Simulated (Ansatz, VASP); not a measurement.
## Two plane-wave programs on TiO2

File INCAR:

```
  ALGO = Normal
  EDIFF = 1E-6
  ENCUT = 520
  GGA = PE
  ISIF = 2
  ISMEAR = 0
  LASPH = T
  LCHARG = T
  LDAU = T
  LDAUJ = 0 0
  LDAUL = 2 -1
  LDAUPRINT = 1
  LDAUTYPE = 2
  LDAUU = 4 0
  LELF = T
  LMAXMIX = 4
  LREAL = F
  LVHAR = T
  LWAVE = F
  NBANDS = 33
  NELM = 150
  PREC = Accurate
  SIGMA = 0.05
```

File KPOINTS:

```
k-points
0
Gamma
  6 6 6
```

File POSCAR:

```
TiO2
1.0
    2.6252399294     -2.6253128814     -0.0195896425
    2.6252399294      2.6253128814     -0.0195896425
   -2.5896256811      0.0000000000      4.7752202290
Ti O
2 4
Direct
    0.1250069486      0.8749930514      0.2500000000
    0.8749930514      0.1250069486      0.7500000000
    0.3363578248      0.0863811001      0.6727253715
    0.6636421752      0.9136188999      0.3272746285
    0.9136188999      0.6636421752      0.8272746285
    0.0863811001      0.3363578248      0.1727253715
```

Input for Ansatz:

```yaml
crystal:
  lattice:
    - [2.6252399294, -2.6253128814, -0.0195896425]
    - [2.6252399294, 2.6253128814, -0.0195896425]
    - [-2.5896256811, 0.0, 4.775220229]
  atoms:
    - { symbol: Ti, position: [0.1250069486, 0.8749930514, 0.25] }
    - { symbol: Ti, position: [0.8749930514, 0.1250069486, 0.75] }
    - { symbol: O, position: [0.3363578248, 0.0863811001, 0.6727253715] }
    - { symbol: O, position: [0.6636421752, 0.9136188999, 0.3272746285] }
    - { symbol: O, position: [0.9136188999, 0.6636421752, 0.8272746285] }
    - { symbol: O, position: [0.0863811001, 0.3363578248, 0.1727253715] }
basis:
  ecutwfc: 520.0
kpoints:
  mp_grid: { grid: [6, 6, 6] }
hamiltonian:
  xc: pbe
  pseudopotentials: { kind: paw, azcp: { folder: soft_1 } }
  hubbard: { sites: [{ species: Ti, l: d, u_eff: 4.0 }] }
scf:
  occupations: { method: gaussian, width: 0.05 }
output:
  forces: true
  stress: true
  eigenvalues: true
```

Alike in both runs: task single point; functional PBE; k mesh 6 × 6 × 6; occupations gaussian, width 0.05 eV; no spin polarisation; Hubbard terms Ti d U = 4.0 eV.

```csv
,VASP,Ansatz
version,VASP 6.6.1,Ansatz 0.2.0
potentials or method,"VASP PAW PBE potentials, release 64 (Ti_sv, O), cutoff 520 eV","scalar-relativistic, plane waves, PAW"
valence electrons in the cell,48,48
```

|  | VASP | Ansatz | Ansatz less VASP |
| --- | --- | --- | --- |
| gap on the k mesh at the Fermi level (eV) | 2.69 | 2.64 | -0.054 |
| least direct gap on the mesh (eV) | 3.16 | 3.09 | -0.068 |
| pressure (GPa) | 22.4 | 17.0 | -5.37 |
| traceless stress, the component that is largest in VASP (GPa) | -9.30 | -7.71 | +1.591 |
| rms of the force components (eV/Å) | 0.159 | 0.222 | +0.0630 |

The programs project onto different local orbitals, so the same U acts differently, and such runs can settle in different states. Atom by atom the forces differ by 0.063 eV/Å (rms over components).
